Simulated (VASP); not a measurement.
# MgO (klda) (Fm-3m) in VASP: notebook

MgO (klda) is run at these levels: LDA; tasks: relaxation of cell and atoms.

Everything below comes from runs of VASP 6.6.1. Logs are shortened: lines on timing, memory, paths and dates and some standing lists are left out, and cuts for length are marked.

### Step 1. The cell of the first run

Symmetry: Fm-3m, No. 225, cubic system. The conventional cell has a = 4.249 Å, b = 4.249 Å, c = 4.249 Å, α = 90.00°, β = 90.00°, γ = 90.00°. Within 2.8 Å of Mg (site symmetry m-3m) lie 6 O at 2.12 Å. O (site symmetry m-3m) has 6 Mg at 2.12 Å within 2.8 Å.

### Step 2. Relaxation of cell and atoms, LDA

INCAR

```
SYSTEM = MgO
PREC = Accurate
ENCUT = 600
EDIFF = 1E-6
ISMEAR = 0
SIGMA = 0.1
LREAL = .False.
LASPH = .True.
NELM = 60
ALGO = Normal
ISIF = 3
LWAVE = .False.
LCHARG = .False.
GGA = CA
IBRION = 2
NSW = 100
EDIFFG = -0.05
```

KPOINTS

```
regular mesh
0
Gamma
  8 8 8
  0 0 0
```

POSCAR

```
MgO
1.0
    0.0000000000      2.1245000000      2.1245000000
    2.1245000000      0.0000000000      2.1245000000
    2.1245000000      2.1245000000      0.0000000000
Mg O
1 1
Direct
    0.0000000000      0.0000000000      0.0000000000
    0.5000000000      0.5000000000      0.5000000000
```

Potentials or basis: VASP PAW LDA potentials, release 64 (Mg, O).

Launch:

```
> cat potpaw_LDA.64/Mg/POTCAR potpaw_LDA.64/O/POTCAR > POTCAR
> mpirun -np 1 vasp_std > vasp.out
```

OUTCAR:

```text
SYSTEM = MgO
   PREC = Accurate
   ENCUT = 600
   EDIFF = 1E-6
   ISMEAR = 0
   LREAL = .False.
   LASPH = .True.
   NELM = 60
   ISIF = 3
   GGA = CA
   IBRION = 2
   NSW = 100
   EDIFFG = -0.05

 ion  position               nearest neighbor table
   1  0.000  0.000  0.000-   2 2.12   2 2.12   2 2.12   2 2.12   2 2.12   2 2.12
   2  0.500  0.500  0.500-   1 2.12   1 2.12   1 2.12   1 2.12   1 2.12   1 2.12

  LATTYP: Found a face centered cubic cell.
 ALAT       =     4.2490000000

  Lattice vectors:

 A1 = (   0.0000000000,   2.1245000000,   2.1245000000)
 A2 = (   2.1245000000,   0.0000000000,   2.1245000000)
 A3 = (   2.1245000000,   2.1245000000,   0.0000000000)

Analysis of symmetry for initial positions (statically):
=====================================================================
 Subroutine PRICEL returns:
 Original cell was already a primitive cell.

 Routine SETGRP: Setting up the symmetry group for a
 face centered cubic supercell.

 Subroutine GETGRP returns: Found 48 space group operations
 (whereof 48 operations were pure point group operations)
 out of a pool of 48 trial point group operations.

The static configuration has the point symmetry O_h .

Analysis of symmetry for dynamics (positions and initial velocities):
=====================================================================
 Subroutine PRICEL returns:
 Original cell was already a primitive cell.

 Routine SETGRP: Setting up the symmetry group for a
 face centered cubic supercell.

 Subroutine GETGRP returns: Found 48 space group operations
 (whereof 48 operations were pure point group operations)
 out of a pool of 48 trial point group operations.

The dynamic configuration has the point symmetry O_h .

 Subroutine INISYM returns: Found 48 space group operations
 (whereof 48 operations are pure point group operations),
 and found     1 'primitive' translations

----------------------------------------------------------------------------------------

                                     Primitive cell

  volume of cell :      19.1779

  direct lattice vectors                    reciprocal lattice vectors
     0.000000000  2.124500000  2.124500000    -0.235349494  0.235349494  0.235349494
     2.124500000  0.000000000  2.124500000     0.235349494 -0.235349494  0.235349494
     2.124500000  2.124500000  0.000000000     0.235349494  0.235349494 -0.235349494

  length of vectors
     3.004496713  3.004496713  3.004496713     0.407637281  0.407637281  0.407637281

  position of ions in fractional coordinates (direct lattice)
     0.000000000  0.000000000  0.000000000
     0.500000000  0.500000000  0.500000000

  ion indices of the primitive-cell ions
   primitive index   ion index
                 1           1
                 2           2

----------------------------------------------------------------------------------------

 KPOINTS: regular mesh

Automatic generation of k-mesh.
 Grid dimensions read from file:
 generate k-points for:    8    8    8

 Generating k-lattice:

  Cartesian coordinates                     Fractional coordinates (reciprocal lattice)
    -0.029418687  0.029418687  0.029418687     0.125000000  0.000000000  0.000000000
     0.029418687 -0.029418687  0.029418687     0.000000000  0.125000000  0.000000000
     0.029418687  0.029418687 -0.029418687     0.000000000  0.000000000  0.125000000

  Length of vectors
     0.050954660  0.050954660  0.050954660

  Shift w.r.t. Gamma in fractional coordinates (k-lattice)
     0.000000000  0.000000000  0.000000000

 Subroutine IBZKPT returns following result:
 ===========================================

 Found     29 irreducible k-points:

 Following reciprocal coordinates:
            Coordinates               Weight
  0.000000  0.000000  0.000000      1.000000
  0.125000  0.000000  0.000000      8.000000
  0.250000  0.000000  0.000000      8.000000
  0.375000  0.000000  0.000000      8.000000
  0.500000  0.000000  0.000000      4.000000
  0.125000  0.125000  0.000000      6.000000
[... 16 lines left out ...]
  0.500000  0.250000  0.125000     48.000000
 -0.375000  0.250000  0.125000     24.000000
 [... further k-points ...]
   k-points           NKPTS =     29   k-points in BZ     NKDIM =     29   number of bands    NBANDS=      8
   number of dos      NEDOS =    301   number of ions     NIONS =      2
   total plane-waves  NPLWV =  13824
   dimension x,y,z NGX =    24 NGY =   24 NGZ =   24
   dimension x,y,z NGXF=    48 NGYF=   48 NGZF=   48
   ions per type =               1   1
   NGX,Y,Z   is equivalent  to a cutoff of  13.28, 13.28, 13.28 a.u.
   NGXF,Y,Z  is equivalent  to a cutoff of  26.56, 26.56, 26.56 a.u.
 SYSTEM =  MgO
   PREC   = accura    normal or accurate (medium, high low for compatibility)
   ISTART =      0    job   : 0-new  1-cont  2-samecut
   ICHARG =      2    charge: 1-file 2-atom 10-const
   ISPIN  =      1    spin polarized calculation?
   LNONCOLLINEAR =      F non collinear calculations
   LSORBIT =      F    spin-orbit coupling
   LASPH  =      T    aspherical Exc in radial PAW
   ENCUT  =  600.0 eV  44.10 Ry    6.64 a.u.   6.00  6.00  6.00*2*pi/ulx,y,z
   NELM   =     60;   NELMIN=  2; NELMDL= -5     # of ELM steps
   EDIFF  = 0.1E-05   stopping-criterion for ELM
   LREAL  =      F    real-space projection
   EDIFFG = -.5E-01   stopping-criterion for IOM
   NSW    =    100    number of steps for IOM
   IBRION =      2    ionic relax: 0-MD 1-quasi-New 2-CG
   NFREE  =      1    steps in history (QN), initial steepest desc. (CG)
   ISIF   =      3    stress and relaxation
   ISYM   =      2    0-nonsym 1-usesym 2-fastsym
   POTIM  = 0.5000    time-step for ionic-motion
   TEBEG  =    0.0;   TEEND  =   0.0 temperature during run
   PSTRESS=    0.0 pullay stress
   NELECT =       8.0000    total number of electrons
   NUPDOWN=      -1.0000    fix difference up-down
   EMIN   =  10.00;   EMAX   =-10.00  energy-range for DOS
   EFERMI =   0.00;   METHOD = LEGACY
   ISMEAR =     0;   SIGMA  =   0.10  broadening in eV -4-tet -1-fermi 0-gaus
   EFERMI_NEDOS =   21; number of points for ismear=-14 and -15
   IALGO  =     38    algorithm
   IMIX   =      4    mixing-type and parameters
     AMIX     =   0.40;   BMIX     =  1.00
     AMIX_MAG =   1.60;   BMIX_MAG =  1.00
  volume/ion in A,a.u.               =       9.59        64.71
  Fermi-wavevector in a.u.,A,eV,Ry     =   1.223221  2.311552 20.357968  1.496268
  Thomas-Fermi vector in A             =   2.358339
   LORBIT       =      0    0 simple, 1 ext, 2 COOP (PROOUT), +10 PAW based schemes
   GGA     = CA    functional components
   LHFCALC =     F    Hartree Fock is set to
   AEXX    =    0.0000 exact exchange contribution
   IVDW    =     0    specifies the selected vdW correction
   LEPSILON=     F    determine dielectric tensor
   LRPA    =     F    only Hartree local field effects (RPA)
 conjugate gradient relaxation of ions
 non-spin polarized calculation
 Gauss-broadening in eV      SIGMA  =   0.10
  energy-cutoff  :      600.00
  volume of cell :       19.18
 maximum number of plane-waves:       652
   NGX = 13   NGY = 13   NGZ = 13

--------------------------------------- Ionic step        1  -------------------------------------------

 number of electron       8.0000004 magnetization

 Free energy of the ion-electron system (eV)
  ---------------------------------------------------
  ext. energy  EPLUGINS =         0.00000000
  ---------------------------------------------------
  free energy    TOTEN  =       -13.39866528 eV

  energy without entropy =      -13.39866528  energy(sigma->0) =      -13.39866528

------------------------ aborting loop because EDIFF is reached ----------------------------------------

  FORCE on cell =-STRESS in cart. coord.  units (eV):
  Direction    XX          YY          ZZ          XY          YZ          ZX
  --------------------------------------------------------------------------------------
  -------------------------------------------------------------------------------------
  Total       -1.3843621     -1.3843621     -1.3843621      0.0000000      0.0000000      0.0000000
  in kB     -115.6538460   -115.6538460   -115.6538460      0.0000000      0.0000000      0.0000000
  external PRESSURE =    -115.6538460 kB  Pullay stress =       0.0000000 kB

 VOLUME and BASIS-vectors are now :
 -----------------------------------------------------------------------------
  energy-cutoff  :      600.00
  volume of cell :       19.18
      direct lattice vectors                 reciprocal lattice vectors
     0.000000000  2.124500000  2.124500000    -0.235349494  0.235349494  0.235349494
     2.124500000  0.000000000  2.124500000     0.235349494 -0.235349494  0.235349494
     2.124500000  2.124500000  0.000000000     0.235349494  0.235349494 -0.235349494
[... 37 lines left out ...]
 POSITION                                       TOTAL-FORCE (eV/Angst)
 -----------------------------------------------------------------------------------
      2.05356      4.10711      2.05356         0.000000     -0.000000      0.000000
      2.05356      2.05356      2.05356        -0.000000      0.000000     -0.000000
 -----------------------------------------------------------------------------------
    total drift:                                0.000000     -0.000000      0.000000

  FREE ENERGIE OF THE ION-ELECTRON SYSTEM (eV)
  ---------------------------------------------------
  free  energy   TOTEN  =       -13.4455200625 eV

  energy  without entropy=      -13.4455200625  energy(sigma->0) =      -13.44552006

--------------------------------------- Ionic step        3  -------------------------------------------

 number of electron       7.9999999 magnetization

 Free energy of the ion-electron system (eV)
  ---------------------------------------------------
  ext. energy  EPLUGINS =         0.00000000
  ---------------------------------------------------
  free energy    TOTEN  =       -13.45254570 eV

  energy without entropy =      -13.45254570  energy(sigma->0) =      -13.45254570

 E-fermi :   3.7918     XC(G=0): -11.8326

 val. band max:        3.2632720373   @ k =   0.0000   0.0000   0.0000
 cond. band min:       8.4202086762   @ k =   0.0000   0.0000   0.0000
 fundamental gap:      5.1569366390
 Fermi energy:         3.7918470825

 k-point     1 :       0.0000    0.0000    0.0000
  band No.  band energies     occupation
      1     -14.0043      2.00000
      2       3.2633      2.00000
      3       3.2633      2.00000
      4       3.2633      2.00000
      5       8.4202      0.00000
      6      19.0606      0.00000
      7      19.0606      0.00000
      8      19.0606      0.00000

 k-point     2 :       0.1250    0.0000    0.0000
  band No.  band energies     occupation
      1     -13.8195      2.00000
      2       2.2799      2.00000
      3       3.1486      2.00000
      4       3.1486      2.00000
      5       9.3179      0.00000
      6      17.3951      0.00000
      7      19.4486      0.00000
      8      19.4486      0.00000
[... 221 lines left out ...]
 k-point    23 :       0.5000    0.2500    0.1250
  band No.  band energies     occupation
      1     -12.5462      2.00000
      2      -0.6765      2.00000
      3       1.3975      2.00000
      4       2.3157      2.00000
      5      13.0183      0.00000
      6      15.0622      0.00000
      7      17.4404      0.00000
      8      20.6997      0.00000

 k-point    24 :      -0.3750    0.2500    0.1250
  band No.  band energies     occupation
      1     -12.3483      2.00000
      2      -1.0099      2.00000
      3       1.1768      2.00000
      4       2.1878      2.00000
      5      13.1148      0.00000
      6      15.7254      0.00000
      7      17.0011      0.00000
      8      20.4598      0.00000

 [... further k-points ...]
[... 5 lines left out ...]
  --------------------------------------------------------------------------------------
  -------------------------------------------------------------------------------------
  Total        0.0032045      0.0032045      0.0032045     -0.0000000      0.0000000     -0.0000000
  in kB        0.2887729      0.2887729      0.2887729     -0.0000000      0.0000000     -0.0000000
  external PRESSURE =       0.2887729 kB  Pullay stress =       0.0000000 kB

 VOLUME and BASIS-vectors are now :
 -----------------------------------------------------------------------------
  energy-cutoff  :      600.00
  volume of cell :       17.78
      direct lattice vectors                 reciprocal lattice vectors
     0.000000000  2.071554253  2.071554253    -0.241364666  0.241364666  0.241364666
     2.071554253  0.000000000  2.071554253     0.241364666 -0.241364666  0.241364666
     2.071554253  2.071554253  0.000000000     0.241364666  0.241364666 -0.241364666

 POSITION                                       TOTAL-FORCE (eV/Angst)
 -----------------------------------------------------------------------------------
      0.00000      0.00000      0.00000         0.000000      0.000000      0.000000
      2.07155      2.07155      2.07155        -0.000000     -0.000000      0.000000
 -----------------------------------------------------------------------------------
    total drift:                               -0.000000     -0.000000      0.000000

  FREE ENERGIE OF THE ION-ELECTRON SYSTEM (eV)
  ---------------------------------------------------
  free  energy   TOTEN  =       -13.4525457049 eV

  energy  without entropy=      -13.4525457049  energy(sigma->0) =      -13.45254570

 reached required accuracy - stopping structural energy minimisation
```

It took 7.9 s on 1 thread of Intel Xeon 6975P-C, shared host; peak memory 0.14 GiB.

What came out:

| Quantity | Value |
| --- | --- |
| Free energy | -13.4525 eV |
| Relaxed volume | 8.89 Å³/atom |
| Relaxed cell | a = 2.930 Å, b = 2.930 Å, c = 2.930 Å, α = 60.00°, β = 60.00°, γ = 60.00° |
| Space group after relaxing (to 0.05 Å) | Fm-3m (No. 225) |
| Energy gained by relaxing | 26.9 meV/atom |
| Ionic steps | 3 |
| Pressure after relaxing | 0.0 GPa |
| Band gap on the k mesh | 5.16 eV, direct |

Step by step:
| step | energy change (eV) | largest force (eV/Å) | pressure (GPa) | volume (Å³) |
| --- | --- | --- | --- | --- |
| 1 | 0.0000 | 0.0000 | -11.57 | 19.18 |
| 2 | -0.0469 | 0.0000 | 4.99 | 17.32 |
| 3 | -0.0539 | 0.0000 | 0.03 | 17.78 |

Final structure:
```
CELL_PARAMETERS angstrom
0.00000 2.07155 2.07155
2.07155 0.00000 2.07155
2.07155 2.07155 0.00000
ATOMIC_POSITIONS crystal
Mg 0.00000 0.00000 0.00000
O 0.50000 0.50000 0.50000
```

Expect the measured gap to be larger: semilocal functionals such as LDA lack the derivative discontinuity. LDA usually gives volumes a few per cent too small.

### Step 3. Relaxation of cell and atoms, LDA

This run uses another cell than the first one, of 9.02 Å³/atom, 0.941 times its volume.

INCAR

```
PREC = Accurate
ENCUT = 600
EDIFF = 1E-6
ISMEAR = 0
SIGMA = 0.02
LREAL = False
LASPH = True
NELM = 80
ALGO = Normal
ISIF = 3
LWAVE = False
LCHARG = False
IBRION = 2
NSW = 100
EDIFFG = -0.002
```

KPOINTS

```
Automatic mesh
0
Gamma
  10 10 10
```

POSCAR

```
MgO
1.0
    0.0000000000      2.0816499862      2.0816499862
    2.0816499862      0.0000000000      2.0816499862
    2.0816499862      2.0816499862      0.0000000000
Mg O
1 1
Direct
    0.0000000000      0.0000000000      0.0000000000
    0.5000000000      0.5000000000      0.5000000000
```

Potentials or basis: VASP PAW LDA potentials, release 64 (Mg, O).

Launch:

```
> cat potpaw_LDA.64/Mg/POTCAR potpaw_LDA.64/O/POTCAR > POTCAR
> mpirun -np 1 vasp_std > vasp.out
```

Wall time 11 s (1 thread of Intel Xeon 6975P-C, shared host); peak memory 0.14 GiB.

It converged, with:

| Property | Result |
| --- | --- |
| Free energy | -13.4495 eV |
| Relaxed volume | 8.89 Å³/atom |
| Relaxed cell | a = 2.930 Å, b = 2.930 Å, c = 2.930 Å, α = 60.00°, β = 60.00°, γ = 60.00° |
| Space group after relaxing (to 0.05 Å) | Fm-3m (No. 225) |
| Energy gained by relaxing | 1.0 meV/atom |
| Ionic steps | 3 |
| Pressure after relaxing | 0.0 GPa |
| Band gap on the k mesh | 5.15 eV, direct |

The path:
```tsv
step	energy change (eV)	largest force (eV/Å)	pressure (GPa)	volume (Å³)
1	0.0000	0.0000	-2.43	18.04
2	-0.0016	0.0000	1.03	17.69
3	-0.0020	0.0000	0.01	17.79
```

Final structure:
```
Mg O
1.0
     0.00000    2.07181    2.07181
     2.07181    0.00000    2.07181
     2.07181    2.07181    0.00000
Mg O
1 1
Cartesian
  0.0000 0.0000 0.0000
  2.0718 2.0718 2.0718
```

Levels at points of the mesh, in eV from the valence-band top:
| k point | band 1 | band 2 | band 3 | band 4 | band 5 | band 6 | band 7 | band 8 |
| --- | --- | --- | --- | --- | --- | --- | --- | --- |
| (0.00, 0.00, 0.00) | -17.27 | 0.00 | 0.00 | 0.00 | 5.15 | 15.79 | 15.79 | 15.79 |
| (0.50, 0.00, 0.00) | -15.78 | -4.92 | -0.72 | -0.72 | 8.05 | 12.96 | 16.51 | 16.51 |
| (0.50, 0.50, 0.00) | -15.49 | -4.36 | -1.44 | -1.44 | 8.93 | 10.24 | 13.42 | 19.39 |
